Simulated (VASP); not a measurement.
# Mn (Pm-3m) in VASP: notebook

Runs on Mn. Level: LDA. Tasks: single point.

Program: VASP 6.6.1. These are calculated values, not measurements. Logs are shortened: lines on timing, memory, paths and dates and some standing lists are left out, and cuts for length are marked.

### Step 1. The cell of the first run

Symmetry: Pm-3m, No. 221, cubic system. The conventional cell has a = 2.112 Å, b = 2.112 Å, c = 2.112 Å, α = 90.00°, β = 90.00°, γ = 90.00°. Within 2.8 Å of Mn (site symmetry m-3m) lie 6 Mn at 2.11 Å.

### Step 2. Single point, LDA, collinear spin, ferromagnetic start (volume scaled by 0.85)

Input file INCAR:

```
SYSTEM = Mn
PREC     = Accurate       ! precision mode
ENCUT    = 520            ! plane-wave cutoff, eV
EDIFF    = 1E-6           ! SCF threshold, eV
ISMEAR   = -1             ! smearing method
SIGMA    = 0.1            ! smearing width, eV
LREAL    = .FALSE.        ! projectors in reciprocal space
LASPH    = .TRUE.         ! aspherical terms in the spheres
NELM     = 150            ! most SCF steps
ALGO     = Normal         ! electronic algorithm
ISIF     = 2              ! what is computed and relaxed
LWAVE    = .FALSE.        ! write WAVECAR
LCHARG   = .FALSE.        ! write CHGCAR
ISPIN    = 2              ! spin polarisation
MAGMOM   = 3              ! initial moments
LORBIT   = 11             ! projections on sites
LMAXMIX  = 4              ! l up to which the mixer works
GGA      = CA             ! functional
NBANDS   = 16             ! bands
```

Input file KPOINTS:

```
regular mesh
0
G
  19 19 19
  0 0 0
```

Input file POSCAR:

```
Mn
1.0
    2.1116559446      0.0000000000      0.0000000000
    0.0000000000      2.1116559446      0.0000000000
    0.0000000000      0.0000000000      2.1116559446
Mn
1
Direct
    0.0000000000      0.0000000000      0.0000000000
```

Potentials or basis: VASP PAW LDA potentials, release 64 (Mn_pv).

The run is started by

```console
$ cat potpaw_LDA.64/Mn_pv/POTCAR > POTCAR
$ mpirun -np 1 vasp_std > vasp.out
```

OUTCAR:

```text
SYSTEM = Mn
   PREC = Accurate
   ENCUT = 520
   EDIFF = 1E-6
   ISMEAR = -1
   LREAL = .FALSE.
   LASPH = .TRUE.
   NELM = 150
   ISIF = 2
   ISPIN = 2
   LORBIT = 11
   GGA = CA

 ion  position               nearest neighbor table
   1  0.000  0.000  0.000-

  LATTYP: Found a simple cubic cell.
 ALAT       =     2.1116559446

  Lattice vectors:

 A1 = (   2.1116559446,   0.0000000000,   0.0000000000)
 A2 = (   0.0000000000,   2.1116559446,   0.0000000000)
 A3 = (   0.0000000000,   0.0000000000,   2.1116559446)

Analysis of symmetry for initial positions (statically):
=====================================================================
 Subroutine PRICEL returns:
 Original cell was already a primitive cell.

 Routine SETGRP: Setting up the symmetry group for a
 simple cubic supercell.

 Subroutine GETGRP returns: Found 48 space group operations
 (whereof 48 operations were pure point group operations)
 out of a pool of 48 trial point group operations.

The static configuration has the point symmetry O_h .

Analysis of symmetry for dynamics (positions and initial velocities):
=====================================================================
 Subroutine PRICEL returns:
 Original cell was already a primitive cell.

 Routine SETGRP: Setting up the symmetry group for a
 simple cubic supercell.

 Subroutine GETGRP returns: Found 48 space group operations
 (whereof 48 operations were pure point group operations)
 out of a pool of 48 trial point group operations.

The dynamic configuration has the point symmetry O_h .

Analysis of structural, dynamic, and magnetic symmetry:
=====================================================================
 Subroutine PRICEL returns:
 Original cell was already a primitive cell.

 Routine SETGRP: Setting up the symmetry group for a
 simple cubic supercell.

 Subroutine GETGRP returns: Found 48 space group operations
 (whereof 48 operations were pure point group operations)
 out of a pool of 48 trial point group operations.

The overall configuration has the point symmetry O_h .

 Subroutine INISYM returns: Found 48 space group operations
 (whereof 48 operations are pure point group operations),
 and found     1 'primitive' translations

----------------------------------------------------------------------------------------

                                     Primitive cell

  volume of cell :       9.4161

  direct lattice vectors                    reciprocal lattice vectors
     2.111655945  0.000000000  0.000000000     0.473561994  0.000000000  0.000000000
     0.000000000  2.111655945  0.000000000     0.000000000  0.473561994  0.000000000
     0.000000000  0.000000000  2.111655945     0.000000000  0.000000000  0.473561994

  length of vectors
     2.111655945  2.111655945  2.111655945     0.473561994  0.473561994  0.473561994

  position of ions in fractional coordinates (direct lattice)
     0.000000000  0.000000000  0.000000000

  ion indices of the primitive-cell ions
   primitive index   ion index
                 1           1

----------------------------------------------------------------------------------------

 KPOINTS: regular mesh

Automatic generation of k-mesh.
 Grid dimensions read from file:
 generate k-points for:   19   19   19

 Generating k-lattice:

  Cartesian coordinates                     Fractional coordinates (reciprocal lattice)
     0.024924315  0.000000000  0.000000000     0.052631579  0.000000000  0.000000000
     0.000000000  0.024924315  0.000000000     0.000000000  0.052631579  0.000000000
     0.000000000  0.000000000  0.024924315     0.000000000  0.000000000  0.052631579

  Length of vectors
     0.024924315  0.024924315  0.024924315

  Shift w.r.t. Gamma in fractional coordinates (k-lattice)
     0.000000000  0.000000000  0.000000000

 Subroutine IBZKPT returns following result:
 ===========================================

 Found    220 irreducible k-points:

 Following reciprocal coordinates:
            Coordinates               Weight
  0.000000  0.000000  0.000000      1.000000
  0.052632  0.000000  0.000000      6.000000
  0.105263  0.000000  0.000000      6.000000
  0.157895  0.000000  0.000000      6.000000
  0.210526  0.000000  0.000000      6.000000
  0.263158  0.000000  0.000000      6.000000
[... 16 lines left out ...]
  0.263158  0.105263  0.000000     24.000000
  0.315789  0.105263  0.000000     24.000000
 [... further k-points ...]
   k-points           NKPTS =    220   k-points in BZ     NKDIM =    220   number of bands    NBANDS=     16
   number of dos      NEDOS =    301   number of ions     NIONS =      1
   total plane-waves  NPLWV =   4096
   dimension x,y,z NGX =    16 NGY =   16 NGZ =   16
   dimension x,y,z NGXF=    32 NGYF=   32 NGZF=   32
   ions per type =               1
   NGX,Y,Z   is equivalent  to a cutoff of  12.60, 12.60, 12.60 a.u.
   NGXF,Y,Z  is equivalent  to a cutoff of  25.19, 25.19, 25.19 a.u.
 SYSTEM =  Mn
   PREC   = accura    normal or accurate (medium, high low for compatibility)
   ISTART =      0    job   : 0-new  1-cont  2-samecut
   ICHARG =      2    charge: 1-file 2-atom 10-const
   ISPIN  =      2    spin polarized calculation?
   LNONCOLLINEAR =      F non collinear calculations
   LSORBIT =      F    spin-orbit coupling
   LASPH  =      T    aspherical Exc in radial PAW
   ENCUT  =  520.0 eV  38.22 Ry    6.18 a.u.   3.93  3.93  3.93*2*pi/ulx,y,z
   NELM   =    150;   NELMIN=  2; NELMDL= -5     # of ELM steps
   EDIFF  = 0.1E-05   stopping-criterion for ELM
   LREAL  =      F    real-space projection
   EDIFFG = 0.1E-04   stopping-criterion for IOM
   NSW    =      0    number of steps for IOM
   IBRION =     -1    ionic relax: 0-MD 1-quasi-New 2-CG
   NFREE  =      0    steps in history (QN), initial steepest desc. (CG)
   ISIF   =      2    stress and relaxation
   ISYM   =      2    0-nonsym 1-usesym 2-fastsym
   POTIM  = 0.5000    time-step for ionic-motion
   TEBEG  =    0.0;   TEEND  =   0.0 temperature during run
   PSTRESS=    0.0 pullay stress
   NELECT =      13.0000    total number of electrons
   NUPDOWN=      -1.0000    fix difference up-down
   EMIN   =  10.00;   EMAX   =-10.00  energy-range for DOS
   EFERMI =   0.00;   METHOD = LEGACY
   ISMEAR =    -1;   SIGMA  =   0.10  broadening in eV -4-tet -1-fermi 0-gaus
   EFERMI_NEDOS =   21; number of points for ismear=-14 and -15
   IALGO  =     38    algorithm
   IMIX   =      4    mixing-type and parameters
     AMIX     =   0.40;   BMIX     =  1.00
     AMIX_MAG =   1.60;   BMIX_MAG =  1.00
  volume/ion in A,a.u.               =       9.42        63.54
  Fermi-wavevector in a.u.,A,eV,Ry     =   1.822914  3.444808 45.212358  3.323015
  Thomas-Fermi vector in A             =   2.878969
   LORBIT       =     11    0 simple, 1 ext, 2 COOP (PROOUT), +10 PAW based schemes
   GGA     = CA    functional components
   LHFCALC =     F    Hartree Fock is set to
   AEXX    =    0.0000 exact exchange contribution
   IVDW    =     0    specifies the selected vdW correction
   LEPSILON=     F    determine dielectric tensor
   LRPA    =     F    only Hartree local field effects (RPA)
 spin polarized calculation
  energy-cutoff  :      520.00
  volume of cell :        9.42
 maximum number of plane-waves:       280
 NGX is ok and might be reduce to    16
   NGX =  7   NGY =  7   NGZ =  7

 number of electron      12.9999998 magnetization       0.1106914

 number of electron      12.9999998 magnetization      -0.0002863

 Free energy of the ion-electron system (eV)
  ---------------------------------------------------
  ext. energy  EPLUGINS =         0.00000000
  ---------------------------------------------------
  free energy    TOTEN  =        -8.97900173 eV

  energy without entropy =       -8.93745588  energy(sigma->0) =       -8.95822880

 E-fermi :  12.7703     XC(G=0): -15.0551

 val. band max:       12.7683093861   @ k =   0.4737   0.4211   0.0526
 cond. band min:      12.7778432104   @ k =   0.3684   0.3158   0.2632
 fundamental gap:      0.0095338243
 Fermi energy:        12.7703343383

 spin component 1

 k-point     1 :       0.0000    0.0000    0.0000
  band No.  band energies     occupation
      1     -34.3887      1.00000
      2     -34.3887      1.00000
      3     -34.3887      1.00000
      4       3.7743      1.00000
      5       7.7844      1.00000
      6       7.7844      1.00000
[... 8 lines left out ...]
     15      42.5053      0.00000
     16      48.3806      0.00000

 k-point     2 :       0.0526    0.0000    0.0000
  band No.  band energies     occupation
      1     -34.4398      1.00000
      2     -34.3843      1.00000
      3     -34.3843      1.00000
      4       3.8854      1.00000
      5       7.8094      1.00000
      6       7.8758      1.00000
[... 8 lines left out ...]
     15      43.1503      0.00000
     16      48.8066      0.00000
[... 387 lines left out ...]
      5       8.5840      1.00000
      6       9.9104      1.00000
[... 8 lines left out ...]
     15      47.3237      0.00000
     16      52.0451      0.00000

 k-point    24 :       0.3158    0.1053    0.0000
  band No.  band energies     occupation
      1     -35.6296      1.00000
      2     -34.4621      1.00000
      3     -34.2586      1.00000
      4       7.1363      1.00000
      5       8.7532      1.00000
      6      10.3774      1.00000
[... 8 lines left out ...]
     15      46.7875      0.00000
     16      51.6091      0.00000

 [... further k-points ...]

 spin component 2

 k-point     1 :       0.0000    0.0000    0.0000
  band No.  band energies     occupation
      1     -34.3889      1.00000
      2     -34.3889      1.00000
      3     -34.3889      1.00000
      4       3.7741      1.00000
      5       7.7842      1.00000
      6       7.7842      1.00000
[... 8 lines left out ...]
     15      42.5049      0.00000
     16      48.3800      0.00000

 k-point     2 :       0.0526    0.0000    0.0000
  band No.  band energies     occupation
      1     -34.4400      1.00000
      2     -34.3846      1.00000
      3     -34.3846      1.00000
      4       3.8852      1.00000
      5       7.8092      1.00000
      6       7.8756      1.00000
[... 8 lines left out ...]
     15      43.1501      0.00000
     16      48.8059      0.00000
[... 387 lines left out ...]
      5       8.5838      1.00000
      6       9.9102      1.00000
[... 8 lines left out ...]
     15      47.3235      0.00000
     16      52.0450      0.00000

 k-point    24 :       0.3158    0.1053    0.0000
  band No.  band energies     occupation
      1     -35.6298      1.00000
      2     -34.4623      1.00000
      3     -34.2588      1.00000
      4       7.1361      1.00000
      5       8.7530      1.00000
      6      10.3771      1.00000
[... 8 lines left out ...]
     15      46.7873      0.00000
     16      51.6090      0.00000

 [... further k-points ...]

------------------------ aborting loop because EDIFF is reached ----------------------------------------

  FORCE on cell =-STRESS in cart. coord.  units (eV):
  Direction    XX          YY          ZZ          XY          YZ          ZX
  --------------------------------------------------------------------------------------
  -------------------------------------------------------------------------------------
  Total        3.5509696      3.5509696      3.5509696      0.0000000      0.0000000     -0.0000000
  in kB      604.2102000    604.2102000    604.2102000      0.0000000      0.0000000     -0.0000000
  external PRESSURE =     604.2102000 kB  Pullay stress =       0.0000000 kB

 VOLUME and BASIS-vectors are now :
 -----------------------------------------------------------------------------
  energy-cutoff  :      520.00
  volume of cell :        9.42
      direct lattice vectors                 reciprocal lattice vectors
     2.111655945  0.000000000  0.000000000     0.473561994  0.000000000  0.000000000
     0.000000000  2.111655945  0.000000000     0.000000000  0.473561994  0.000000000
     0.000000000  0.000000000  2.111655945     0.000000000  0.000000000  0.473561994

 POSITION                                       TOTAL-FORCE (eV/Angst)
 -----------------------------------------------------------------------------------
      0.00000      0.00000      0.00000         0.000000      0.000000      0.000000
 -----------------------------------------------------------------------------------
    total drift:                               -0.000000     -0.000000      0.000000

  FREE ENERGIE OF THE ION-ELECTRON SYSTEM (eV)
  ---------------------------------------------------
  free  energy   TOTEN  =        -8.9790017303 eV

  energy  without entropy=       -8.9374558756  energy(sigma->0) =       -8.95822880

 total charge

# of ion       s       p       d       tot
------------------------------------------
    1        0.501   6.440   5.583  12.524

 magnetization (x)

# of ion       s       p       d       tot
------------------------------------------
    1        0.000  -0.000  -0.000  -0.000
```

It took 28 s on 1 thread of Intel Xeon 6975P-C, shared host; peak memory 0.15 GiB.

What came out:

| Quantity | Value |
| --- | --- |
| Free energy | -8.9790 eV |
| Pressure | 60.4 GPa |
| Net moment | 0.00 μB per cell |
| Valence electrons inside the program's atomic spheres | Mn 12.52 |

Caveat: the starting moments collapsed, and a magnetic state may lie lower.

### Step 3. Single point, LDA, collinear spin, ferromagnetic start (volume scaled by 0.95)

Input file INCAR:

```
SYSTEM = Mn
ALGO = Normal
EDIFF = 1E-7
ENCUT = 520
ISIF = 2
ISMEAR = -1
ISPIN = 2
LASPH = .True.
LCHARG = .False.
LMAXMIX = 4
LORBIT = 11
LREAL = .False.
LWAVE = .False.
MAGMOM = 3
NBANDS = 16
NELM = 150
PREC = Accurate
SIGMA = 0.1
```

Input file KPOINTS:

```
k-points
0
Gamma
  19 19 19
  0 0 0
```

Input file POSCAR:

```
Mn
1.0
    2.1914154500      0.0000000000      0.0000000000
    0.0000000000      2.1914154500      0.0000000000
    0.0000000000      0.0000000000      2.1914154500
Mn
1
Direct
    0.0000000000      0.0000000000      0.0000000000
```

Potentials or basis: VASP PAW LDA potentials, release 64 (Mn_pv).

The run is started by

```console
$ cat potpaw_LDA.64/Mn_pv/POTCAR > POTCAR
$ mpirun -np 1 vasp_std > vasp.out
```

Run time: 26 s. Hardware: 1 thread of Intel Xeon 6975P-C, shared host; peak memory 0.15 GiB.

It converged, with:

* Free energy: -9.2302 eV
* Pressure: 15.7 GPa
* Net moment: 0.00 μB per cell
* Valence electrons inside the program's atomic spheres: Mn 12.26

Levels at points of the mesh, in eV from the Fermi level:
Spin up:
| k point | band 3 | band 4 | band 5 | band 6 | band 7 | band 8 | band 9 | band 10 |
| --- | --- | --- | --- | --- | --- | --- | --- | --- |
| (0.00, 0.00, 0.00) | -47.23 | -8.50 | -4.31 | -4.31 | 1.96 | 1.96 | 1.96 | 21.94 |
Spin down:
```csv
k point,band 2,band 3,band 4,band 5,band 6,band 7,band 8,band 9,band 10,band 11
"(0.00, 0.00, 0.00)",-47.23,-47.23,-8.50,-4.31,-4.31,1.96,1.96,1.96,21.94,21.94
```

Caveat: the starting moments collapsed, and a magnetic state may lie lower.
